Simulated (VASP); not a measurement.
Here is a VASP 6.6.1 calculation.

File POSCAR:

```
FeSi
1.0
    4.5507000000      0.0000000000      0.0000000000
    0.0000000000      4.5507000000      0.0000000000
    0.0000000000      0.0000000000      4.5507000000
Fe Si
4 4
Direct
    0.1365200000      0.1365200000      0.1365200000
    0.3634800000      0.8634800000      0.6365200000
    0.6365200000      0.3634800000      0.8634800000
    0.8634800000      0.6365200000      0.3634800000
    0.8424000000      0.8424000000      0.8424000000
    0.6576000000      0.1576000000      0.3424000000
    0.3424000000      0.6576000000      0.1576000000
    0.1576000000      0.3424000000      0.6576000000
```

The input INCAR.step1:

```
SYSTEM = FeSi
PREC = Accurate ; ENCUT = 520
ISMEAR = 0 ; SIGMA = 0.1
LREAL = .False. ; LASPH = .True.
NELM = 60 ; NBANDS = 34
GGA = PE ; ALGO = Normal
EDIFF = 1E-4 ; LWAVE = .True.
LCHARG = .False.
```

File INCAR.step2:

```
SYSTEM = FeSi
PREC = Accurate ; ENCUT = 520
EDIFF = 1E-7 ; ISMEAR = 0
SIGMA = 0.1 ; LREAL = .False.
LASPH = .True. ; NELM = 60
ALGO = Normal ; ISIF = 2
LWAVE = .False. ; LCHARG = .False.
METAGGA = R2SCAN ; LMIXTAU = .True.
NBANDS = 34 ; ISTART = 1
```

KPOINTS

```
regular mesh
0
Gamma
  4 4 4
  0 0 0
```

Potentials or basis: VASP PAW PBE potentials, release 64 (Fe, Si).

Command:

```sh
$ cat potpaw_PBE.64/Fe/POTCAR potpaw_PBE.64/Si/POTCAR > POTCAR
$ cp INCAR.step1 INCAR
$ mpirun -np 1 vasp_std > vasp.out
$ cp INCAR.step2 INCAR
$ mpirun -np 1 vasp_std > vasp.out
```

(1) Estimate the pressure.

(2) Predict the band gap on the k mesh.

Answers

(1) -20.1 GPa.

(2) 0.31 eV (least direct gap 0.37 eV).

Caveat: the cell stands under tension; the PAW data sets were made with another functional, which shifts forces and pressure a little.
